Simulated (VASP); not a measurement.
Write the native input for VASP 6.6.1 that does the following.

| Quantity | Value |
| --- | --- |
| Task | single point |
| Functional | PBEsol |
| Potentials or basis | VASP PAW PBE potentials, release 64 (Ti_sv, In_d, C) |
| Cutoff | 520 eV |
| k mesh | 6 × 6 × 6 |
| Occupations | fermi-dirac, width 0.05 eV |
| Spin | no spin polarisation |
| Dipole correction | no |
| Further INCAR settings | ALGO = Normal; EDIFF = 1e-06; NBANDS = 34 |

The structure of Ti3InC lies in POSCAR:

```
Ti3InC
1.0
    4.1194593014      0.0000000000      0.0000000000
    0.0000000000      4.1194593014      0.0000000000
    0.0000000000      0.0000000000      4.1194593014
Ti In C
3 1 1
Direct
    0.5000000000      0.5000000000      0.0000000000
    0.5000000000      0.0000000000      0.5000000000
    0.0000000000      0.5000000000      0.5000000000
    0.0000000000      0.0000000000      0.0000000000
    0.5000000000      0.5000000000      0.5000000000
```

These files were run (other wordings do the same):

INCAR

```
SYSTEM = Ti3InC
PREC = Accurate ; ENCUT = 520
EDIFF = 1E-6 ; ISMEAR = -1
SIGMA = 0.05 ; LREAL = .False.
LASPH = .True. ; NELM = 80
ALGO = Normal ; ISIF = 2
LWAVE = .False. ; LCHARG = .False.
GGA = PS ; NBANDS = 34
```

KPOINTS

```
regular mesh
0
Gamma
  6 6 6
  0 0 0
```

Potentials or basis: VASP PAW PBE potentials, release 64 (Ti_sv, In_d, C).

The run is started by

```sh
$ cat potpaw_PBE.64/Ti_sv/POTCAR potpaw_PBE.64/In_d/POTCAR potpaw_PBE.64/C/POTCAR > POTCAR
$ mpirun -np 1 vasp_std > vasp.out
```

Results of the run:

```yaml
Pressure: 10.4 GPa
```

Caveat: the PAW data sets were made with another functional, which shifts forces and pressure a little.

It used 98 s of CPU time on 1 thread of AMD EPYC 7R13 Processor (Zen 3), on a shared host.
